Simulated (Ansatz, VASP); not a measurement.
# Al3Cu: VASP beside Ansatz

File INCAR:

```
ALGO = Fast ; EDIFF = 1E-6
ENCUT = 520 ; GGA = CA
ISIF = 2 ; ISMEAR = 0
LASPH = True ; LCHARG = False
LREAL = False ; LWAVE = False
NBANDS = 18 ; NELM = 80
PREC = Accurate ; SIGMA = 0.15
```

File KPOINTS:

```
k-points
0
Gamma
  12 12 12
```

The input POSCAR:

```
Al3Cu
1.0
    3.5285102718      0.0000000000      0.0000000000
    0.0000000000      3.5285102718      0.0000000000
    0.0000000000      0.0000000000      4.2328009221
Al Cu
3 1
Direct
    0.0000000000      0.5000000000      0.5000000000
    0.5000000000      0.0000000000      0.5000000000
    0.5000000000      0.5000000000      0.0000000000
    0.0000000000      0.0000000000      0.0000000000
```

Input for Ansatz:

```yaml
crystal:
  lattice:
    - [3.5285102718, 0.0, 0.0]
    - [0.0, 3.5285102718, 0.0]
    - [0.0, 0.0, 4.2328009221]
  atoms:
    - { symbol: Al, position: [0.0, 0.5, 0.5] }
    - { symbol: Al, position: [0.5, 0.0, 0.5] }
    - { symbol: Al, position: [0.5, 0.5, 0.0] }
    - { symbol: Cu, position: [0.0, 0.0, 0.0] }
basis:
  ecutwfc: 520.0
kpoints:
  mp_grid: { grid: [12, 12, 12] }
hamiltonian:
  xc: lda
  pseudopotentials: { kind: paw, azcp: { folder: soft_1 } }
scf:
  occupations: { method: gaussian, width: 0.15 }
output:
  forces: true
  stress: true
  eigenvalues: true
```

Alike in both runs: task single point; functional LDA; k mesh 12 × 12 × 12; occupations gaussian, width 0.15 eV; no spin polarisation.

|  | VASP | Ansatz |
| --- | --- | --- |
| version | VASP 6.6.1 | Ansatz 0.2.0 |
| potentials or method | VASP PAW LDA potentials, release 64 (Al, Cu), cutoff 520 eV | scalar-relativistic, plane waves, PAW |
| valence electrons in the cell | 20 | 28 |

|  | VASP | Ansatz | Ansatz less VASP |
| --- | --- | --- | --- |
| gap on the k mesh at the Fermi level (eV) | none | none | - |
| pressure (GPa) | 13.8 | 13.3 | -0.56 |
| traceless stress, the component that is largest in VASP (GPa) | -15.94 | -15.92 | +0.027 |

Ansatz warns that its potentials were made for another functional, while VASP's fit it. LDA's correlation is that of Perdew and Zunger in VASP and of Perdew and Wang (1992) in Ansatz. A gap of «none» marks a metal or a gap that the smearing closes. VASP's potentials hold 20 valence electrons a cell and Ansatz's 28, so a difference there can come from the potentials and not from the codes.
